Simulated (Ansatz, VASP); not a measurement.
**Two plane-wave programs on Te**

```
Te
1.0
    -1.92471    1.92471    1.92471
     1.92471   -1.92471    1.92471
     1.92471    1.92471   -1.92471
Te
1
Direct
  0.00000 0.00000 0.00000
```

Alike in both runs: functional PBE; k mesh 11 × 11 × 11; occupations fermi-dirac, width 0.1 eV; no spin polarisation.

Ansatz relaxed the structure, and its values are those at the end. VASP's run is a single point on that final structure, the one shown.

|  | VASP | Ansatz |
| --- | --- | --- |
| version | VASP 6.6.1 | Ansatz 0.2.0 |
| potentials or method | VASP PAW PBE potentials, release 64 (Te), cutoff 520 eV | plane waves (420 eV) with PAW, scalar-relativistic |
| valence electrons in the cell | 6 | 16 |

Ansatz gave:

| Quantity | Value |
| --- | --- |
| pressure (GPa) | 0.0 |

Which values does VASP return?

Pressure (GPa): -0.1.

With one functional, cell and mesh, what is left measures potentials, basis and numerics. VASP's potentials hold 6 valence electrons a cell and Ansatz's 16, so a difference there can come from the potentials and not from the codes.

Neither program's run includes spin-orbit coupling.
